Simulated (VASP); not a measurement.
# Ti3H2 in VASP: a series of runs

The runs below take Ti3H2 through relaxation of cell and atoms, single point, with PBE.

Program: VASP 6.6.1. These are calculated values, not measurements. Logs are shortened: lines on timing, memory, paths and dates and some standing lists are left out, and cuts for length are marked.

## Step 1: The cell of the first run

It takes space group I4/mmm (No. 139, tetragonal). Conventional cell: a = 2.970 Å, b = 2.970 Å, c = 12.600 Å, α = 90.00°, β = 90.00°, γ = 90.00°. Within 2.4 Å of Ti (site symmetry 4mm) lie 4 H at 1.82 Å. Ti (site symmetry 4/mmm) has 12 Ti at 2.97 Å and 8 H at 3.48 Å within 3.9 Å. H (site symmetry -4m2) has 4 Ti at 1.82 Å and 4 H at 2.10 Å within 2.4 Å.

## Step 2: Relaxation of cell and atoms, PBE

Input file INCAR:

```
ALGO     = Normal         # electronic algorithm
EDIFF    = 1E-6           # SCF threshold, eV
EDIFFG   = -0.08          # ionic threshold
ENCUT    = 600            # plane-wave cutoff, eV
GGA      = PE             # functional
IBRION   = 2              # ionic algorithm
ISIF     = 3              # what is computed and relaxed
ISMEAR   = 0              # smearing method
LASPH    = T              # aspherical terms in the spheres
LCHARG   = F              # write CHGCAR
LREAL    = F              # projectors in reciprocal space
LWAVE    = F              # write WAVECAR
NELM     = 60             # most SCF steps
NSW      = 36             # ionic steps
PREC     = Accurate       # precision mode
SIGMA    = 0.2            # smearing width, eV
```

Input file KPOINTS:

```
k-points
0
Gamma
  7 7 7
```

Input file POSCAR:

```
Ti3H2
1.0
   -1.4850000000      1.4850000000      6.3000000000
    1.4850000000     -1.4850000000      6.3000000000
    1.4850000000      1.4850000000     -6.3000000000
Ti H
3 2
Direct
    0.6667000000      0.6667000000      0.0000000000
    0.3333000000      0.3333000000      0.0000000000
    0.0000000000      0.0000000000      0.0000000000
    0.7500000000      0.2500000000      0.5000000000
    0.2500000000      0.7500000000      0.5000000000
```

Potentials or basis: VASP PAW PBE potentials, release 64 (Ti_sv, H).

Launch:

```sh
$ cat potpaw_PBE.64/Ti_sv/POTCAR potpaw_PBE.64/H/POTCAR > POTCAR
$ mpirun -np 1 vasp_std > vasp.out
```

OUTCAR:

```text
EDIFF = 1E-6
   EDIFFG = -0.08
   ENCUT = 600
   GGA = PE
   IBRION = 2
   ISIF = 3
   ISMEAR = 0
   LASPH = T
   LREAL = F
   NELM = 60
   NSW = 36
   PREC = Accurate

 ion  position               nearest neighbor table
   1  0.667  0.667  0.000-   4 1.82   5 1.82   5 1.82   4 1.82
   2  0.333  0.333  0.000-   4 1.82   5 1.82   5 1.82   4 1.82
   3  0.000  0.000  0.000-
   4  0.750  0.250  0.500-   1 1.82   2 1.82   2 1.82   1 1.82
   5  0.250  0.750  0.500-   1 1.82   2 1.82   2 1.82   1 1.82

  LATTYP: Found a body centered tetragonal cell.
 ALAT       =     2.9700000000
 C/A-ratio  =     4.2424242424

  Lattice vectors:

 A1 = (  -1.4850000000,   1.4850000000,   6.3000000000)
 A2 = (   1.4850000000,  -1.4850000000,   6.3000000000)
 A3 = (   1.4850000000,   1.4850000000,  -6.3000000000)

Analysis of symmetry for initial positions (statically):
=====================================================================
 Subroutine PRICEL returns:
 Original cell was already a primitive cell.

 Routine SETGRP: Setting up the symmetry group for a
 body centered tetragonal supercell.

 Subroutine GETGRP returns: Found 16 space group operations
 (whereof 16 operations were pure point group operations)
 out of a pool of 16 trial point group operations.

The static configuration has the point symmetry D_4h.

Analysis of symmetry for dynamics (positions and initial velocities):
=====================================================================
 Subroutine PRICEL returns:
 Original cell was already a primitive cell.

 Routine SETGRP: Setting up the symmetry group for a
 body centered tetragonal supercell.

 Subroutine GETGRP returns: Found 16 space group operations
 (whereof 16 operations were pure point group operations)
 out of a pool of 16 trial point group operations.

The dynamic configuration has the point symmetry D_4h.

 Subroutine INISYM returns: Found 16 space group operations
 (whereof 16 operations are pure point group operations),
 and found     1 'primitive' translations

----------------------------------------------------------------------------------------

                                     Primitive cell

  volume of cell :      55.5717

  direct lattice vectors                    reciprocal lattice vectors
    -1.485000000  1.485000000  6.300000000     0.000000000  0.336700337  0.079365079
     1.485000000 -1.485000000  6.300000000     0.336700337  0.000000000  0.079365079
     1.485000000  1.485000000 -6.300000000     0.336700337  0.336700337  0.000000000

[... 94 lines left out ...]
   NFREE  =      1    steps in history (QN), initial steepest desc. (CG)
   ISIF   =      3    stress and relaxation
   ISYM   =      2    0-nonsym 1-usesym 2-fastsym
   POTIM  = 0.5000    time-step for ionic-motion
   TEBEG  =    0.0;   TEEND  =   0.0 temperature during run
   PSTRESS=    0.0 pullay stress
   NELECT =      38.0000    total number of electrons
   NUPDOWN=      -1.0000    fix difference up-down
   EMIN   =  10.00;   EMAX   =-10.00  energy-range for DOS
   EFERMI =   0.00;   METHOD = LEGACY
   ISMEAR =     0;   SIGMA  =   0.20  broadening in eV -4-tet -1-fermi 0-gaus
   EFERMI_NEDOS =   21; number of points for ismear=-14 and -15
   IALGO  =     38    algorithm
   IMIX   =      4    mixing-type and parameters
     AMIX     =   0.40;   BMIX     =  1.00
     AMIX_MAG =   1.60;   BMIX_MAG =  1.00
  volume/ion in A,a.u.               =      11.11        75.00
  Fermi-wavevector in a.u.,A,eV,Ry     =   1.442287  2.725526 28.302709  2.080190
  Thomas-Fermi vector in A             =   2.560824
   LORBIT       =      0    0 simple, 1 ext, 2 COOP (PROOUT), +10 PAW based schemes
   GGA     = PE    functional components
   LHFCALC =     F    Hartree Fock is set to
   AEXX    =    0.0000 exact exchange contribution
   IVDW    =     0    specifies the selected vdW correction
   LEPSILON=     F    determine dielectric tensor
   LRPA    =     F    only Hartree local field effects (RPA)
 conjugate gradient relaxation of ions
 non-spin polarized calculation
 Gauss-broadening in eV      SIGMA  =   0.20
  energy-cutoff  :      600.00
  volume of cell :       55.57
 maximum number of plane-waves:      1880
 NGX is ok and might be reduce to    54
   NGX = 27   NGY = 27   NGZ = 27

--------------------------------------- Ionic step        1  -------------------------------------------

 number of electron      37.9999996 magnetization

 Free energy of the ion-electron system (eV)
  ---------------------------------------------------
  ext. energy  EPLUGINS =         0.00000000
  ---------------------------------------------------
  free energy    TOTEN  =       -31.05441668 eV

  energy without entropy =      -30.94967109  energy(sigma->0) =      -31.00204389

------------------------ aborting loop because EDIFF is reached ----------------------------------------

  FORCE on cell =-STRESS in cart. coord.  units (eV):
  Direction    XX          YY          ZZ          XY          YZ          ZX
  --------------------------------------------------------------------------------------
  -------------------------------------------------------------------------------------
  Total        2.4862939      2.4862939      3.4013446      0.0000000      0.0000000      0.0000000
  in kB       71.6819157     71.6819157     98.0635868      0.0000000      0.0000000      0.0000000
  external PRESSURE =      80.4758061 kB  Pullay stress =       0.0000000 kB
[... 221 lines left out ...]
--------------------------------------- Ionic step        7  -------------------------------------------

 number of electron      37.9999999 magnetization

 Free energy of the ion-electron system (eV)
  ---------------------------------------------------
  ext. energy  EPLUGINS =         0.00000000
  ---------------------------------------------------
  free energy    TOTEN  =       -31.43977453 eV

  energy without entropy =      -31.35486731  energy(sigma->0) =      -31.39732092

 E-fermi :   7.6488     XC(G=0): -11.4584

 val. band max:        7.6305664982   @ k =  -0.2857   0.2857   0.1429
 cond. band min:       7.6556543167   @ k =   0.2857   0.1429   0.1429
 fundamental gap:      0.0250878184
 Fermi energy:         7.6488305238

 k-point     1 :       0.0000    0.0000    0.0000
  band No.  band energies     occupation
      1     -49.2310      2.00000
      2     -49.1988      2.00000
      3     -48.8567      2.00000
      4     -25.6013      2.00000
      5     -25.5234      2.00000
      6     -25.2998      2.00000
[... 613 lines left out ...]
     22       9.1446      0.00000
     23       9.3709      0.00000

 [... further k-points ...]
[... 5 lines left out ...]
  --------------------------------------------------------------------------------------
  -------------------------------------------------------------------------------------
  Total       -0.1196373     -0.1196373      0.3532996      0.0000000      0.0000000     -0.0000000
  in kB       -3.3456158     -3.3456158      9.8798977      0.0000000      0.0000000     -0.0000000
  external PRESSURE =       1.0628887 kB  Pullay stress =       0.0000000 kB
[... 20 lines left out ...]
  FREE ENERGIE OF THE ION-ELECTRON SYSTEM (eV)
  ---------------------------------------------------
  free  energy   TOTEN  =       -31.4397745272 eV

  energy  without entropy=      -31.3548673141  energy(sigma->0) =      -31.39732092

 reached required accuracy - stopping structural energy minimisation
```

It took 14 min on 1 thread of Intel Xeon 6975P-C (Granite Rapids), shared host; peak memory 0.45 GiB.

What came out:

- Free energy: -31.4398 eV
- Relaxed volume: 11.46 Å³/atom
- Relaxed cell: a = 6.860 Å, b = 6.860 Å, c = 6.860 Å, α = 155.07°, β = 155.07°, γ = 35.55°
- Space group after relaxing (to 0.1 Å): I4/mmm (No. 139)
- Energy gained by relaxing: 77.1 meV/atom
- Ionic steps: 7
- Pressure after relaxing: 0.1 GPa
- Largest force after relaxing: 0.052 eV/Å
- Band gap on the k mesh: zero (bands 19 and 20 overlap by 0.86 eV)

Forces in eV/Å, atoms in the order of the input:
```
Ti   0.000  0.000  0.052
Ti   0.000  0.000 -0.052
Ti   0.000  0.000  0.000
H    0.000  0.000  0.000
H    0.000  0.000  0.000
```

Step by step:
```csv
step,energy change (eV),largest force (eV/Å),pressure (GPa),volume (Å³)
1,0.0000,2.0500,8.05,55.57
2,-0.2950,0.5173,-4.47,60.18
3,-0.2954,0.5715,-4.04,59.99
4,-0.3725,0.1278,-1.56,58.25
5,-0.3818,0.0941,-0.32,57.49
6,-0.3818,0.1084,-0.23,57.44
7,-0.3854,0.0517,0.11,57.29
```

Final structure:
```cif
data_structure
_symmetry_space_group_name_H-M 'P 1'
_symmetry_Int_Tables_number 1
_cell_length_a 6.8599
_cell_length_b 6.8599
_cell_length_c 6.8599
_cell_angle_alpha 155.068
_cell_angle_beta 155.068
_cell_angle_gamma 35.549
_cell_volume 57.29
loop_
_atom_site_label
_atom_site_type_symbol
_atom_site_fract_x
_atom_site_fract_y
_atom_site_fract_z
_atom_site_occupancy
Ti1 Ti 0.65455 0.65455 0.00000 1
Ti2 Ti 0.34546 0.34546 0.00000 1
Ti3 Ti 0.00000 0.00000 0.00000 1
H1 H 0.75000 0.25000 0.50000 1
H2 H 0.25000 0.75000 0.50000 1
```

Caveat: the relaxation stopped at a loose force limit of 0.08 eV/Å, so its end isn't a converged minimum.

## Step 3: Single point, PBE

This run uses another cell than the first one, of 12.59 Å³/atom.

Input file INCAR:

```
ALGO = Normal
EDIFF = 1E-6
ENCUT = 500
GGA = PE
GGA_COMPAT = F
ISIF = 2
ISMEAR = 0
LASPH = T
LCHARG = T
LELF = T
LREAL = F
LVHAR = T
LWAVE = F
NBANDS = 27
NELM = 120
PREC = Accurate
SIGMA = 0.2
```

Input file KPOINTS:

```
k-points
0
Gamma
  5 5 5
```

Input file POSCAR:

```
Ti3H2
1.0
   -1.9615783377      1.9615783377      4.0884027039
    1.9615783377     -1.9615783377      4.0884027039
    1.9615783377      1.9615783377     -4.0884027039
Ti H
3 2
Direct
    0.1279502512      0.6279502512      0.5000000000
    0.6279502512      0.1279502512      0.5000000000
    0.3779381249      0.3779381249      0.0000000000
    0.8779578913      0.3779578913      0.5000000000
    0.3779578913      0.8779578913      0.5000000000
```

Potentials or basis: VASP PAW PBE potentials, release 64 (Ti_sv, H).

Launch:

```sh
$ cat potpaw_PBE.64/Ti_sv/POTCAR potpaw_PBE.64/H/POTCAR > POTCAR
$ mpirun -np 1 vasp_std > vasp.out
```

OUTCAR:

```text
EDIFF = 1E-6
   ENCUT = 500
   GGA = PE
   ISIF = 2
   ISMEAR = 0
   LASPH = T
   LREAL = F
   NELM = 120
   PREC = Accurate

 ion  position               nearest neighbor table
   1  0.128  0.628  0.500-   2 2.77   2 2.77   2 2.77   2 2.77   3 2.83   3 2.83   3 2.83   3 2.83

   2  0.628  0.128  0.500-   1 2.77   1 2.77   1 2.77   1 2.77   3 2.83   3 2.83   3 2.83   3 2.83

   3  0.378  0.378  0.000-   1 2.83   2 2.83   1 2.83   2 2.83   1 2.83   2 2.83   1 2.83   2 2.83

   4  0.878  0.378  0.500-
   5  0.378  0.878  0.500-

  LATTYP: Found a body centered tetragonal cell.
 ALAT       =     3.9231566754
 C/A-ratio  =     2.0842413608

  Lattice vectors:

 A1 = (  -1.9615783377,   1.9615783377,   4.0884027039)
 A2 = (   1.9615783377,  -1.9615783377,   4.0884027039)
 A3 = (   1.9615783377,   1.9615783377,  -4.0884027039)

Analysis of symmetry for initial positions (statically):
=====================================================================
 Subroutine PRICEL returns:
 Original cell was already a primitive cell.

 Routine SETGRP: Setting up the symmetry group for a
 body centered tetragonal supercell.

 Subroutine GETGRP returns: Found  8 space group operations
 (whereof  8 operations were pure point group operations)
 out of a pool of 16 trial point group operations.

The static configuration has the point symmetry C_4v.

Analysis of symmetry for dynamics (positions and initial velocities):
=====================================================================
 Subroutine PRICEL returns:
 Original cell was already a primitive cell.

 Routine SETGRP: Setting up the symmetry group for a
 body centered tetragonal supercell.

 Subroutine GETGRP returns: Found  8 space group operations
[... 118 lines left out ...]
   EFERMI_NEDOS =   21; number of points for ismear=-14 and -15
   IALGO  =     38    algorithm
   IMIX   =      4    mixing-type and parameters
     AMIX     =   0.40;   BMIX     =  1.00
     AMIX_MAG =   1.60;   BMIX_MAG =  1.00
  volume/ion in A,a.u.               =      12.59        84.93
  Fermi-wavevector in a.u.,A,eV,Ry     =   1.383761  2.614929 26.052355  1.914794
  Thomas-Fermi vector in A             =   2.508329
   LORBIT       =      0    0 simple, 1 ext, 2 COOP (PROOUT), +10 PAW based schemes
   GGA     = PE    functional components
   LHFCALC =     F    Hartree Fock is set to
   AEXX    =    0.0000 exact exchange contribution
   IVDW    =     0    specifies the selected vdW correction
   LEPSILON=     F    determine dielectric tensor
   LRPA    =     F    only Hartree local field effects (RPA)
 non-spin polarized calculation
 Gauss-broadening in eV      SIGMA  =   0.20
  energy-cutoff  :      500.00
  volume of cell :       62.93
 maximum number of plane-waves:      1607
   NGX = 19   NGY = 19   NGZ = 19

 number of electron      37.9999999 magnetization

 Free energy of the ion-electron system (eV)
  ---------------------------------------------------
  ext. energy  EPLUGINS =         0.00000000
  ---------------------------------------------------
  free energy    TOTEN  =       -29.93719767 eV

  energy without entropy =      -29.89388623  energy(sigma->0) =      -29.91554195

 E-fermi :   6.7681     XC(G=0): -10.8496

 val. band max:        6.7403528461   @ k =  -0.2000   0.4000   0.2000
 cond. band min:       6.8626129461   @ k =   0.2000   0.2000   0.2000
 fundamental gap:      0.1222601000
 Fermi energy:         6.7680572186

 k-point     1 :       0.0000    0.0000    0.0000
  band No.  band energies     occupation
      1     -49.9814      2.00000
      2     -49.8101      2.00000
      3     -49.7631      2.00000
      4     -26.4778      2.00000
      5     -26.3271      2.00000
      6     -26.3271      2.00000
[... 529 lines left out ...]
     26       9.6937      0.00000
     27      10.0723      0.00000

------------------------ aborting loop because EDIFF is reached ----------------------------------------

  FORCE on cell =-STRESS in cart. coord.  units (eV):
  Direction    XX          YY          ZZ          XY          YZ          ZX
  --------------------------------------------------------------------------------------
  -------------------------------------------------------------------------------------
  Total       -0.0986044     -0.0986044     -0.0800289      0.0000000      0.0000000     -0.0000000
  in kB       -2.5106253     -2.5106253     -2.0376636      0.0000000      0.0000000     -0.0000000
  external PRESSURE =      -2.3529714 kB  Pullay stress =       0.0000000 kB

 VOLUME and BASIS-vectors are now :
 -----------------------------------------------------------------------------
  energy-cutoff  :      500.00
  volume of cell :       62.93
      direct lattice vectors                 reciprocal lattice vectors
    -1.961578338  1.961578338  4.088402704     0.000000000  0.254896779  0.122297150
     1.961578338 -1.961578338  4.088402704     0.254896779  0.000000000  0.122297150
     1.961578338  1.961578338 -4.088402704     0.254896779  0.254896779  0.000000000

 POSITION                                       TOTAL-FORCE (eV/Angst)
 -----------------------------------------------------------------------------------
      1.96158     -0.00000      1.04622         0.000000     -0.000000     -0.000115
     -0.00000      1.96158      1.04622         0.000000      0.000000     -0.000115
      0.00000      0.00000      3.09033        -0.000000     -0.000000      0.000727
      0.00000      1.96158      3.09049         0.000000     -0.000000     -0.000248
      1.96158      0.00000      3.09049        -0.000000      0.000000     -0.000248
 -----------------------------------------------------------------------------------
    total drift:                                0.000000      0.000000     -0.000372

  FREE ENERGIE OF THE ION-ELECTRON SYSTEM (eV)
  ---------------------------------------------------
  free  energy   TOTEN  =       -29.9371976710 eV

  energy  without entropy=      -29.8938862300  energy(sigma->0) =      -29.91554195
```

Run time: 34 s. Hardware: 1 thread of AMD EPYC 9R45 (Zen 5), shared host; peak memory 0.18 GiB.

What came out:

```
Free energy            : -29.9372 eV
Pressure               : -0.2 GPa
Band gap on the k mesh : zero (bands 19 and 20 overlap by 0.36 eV)
```
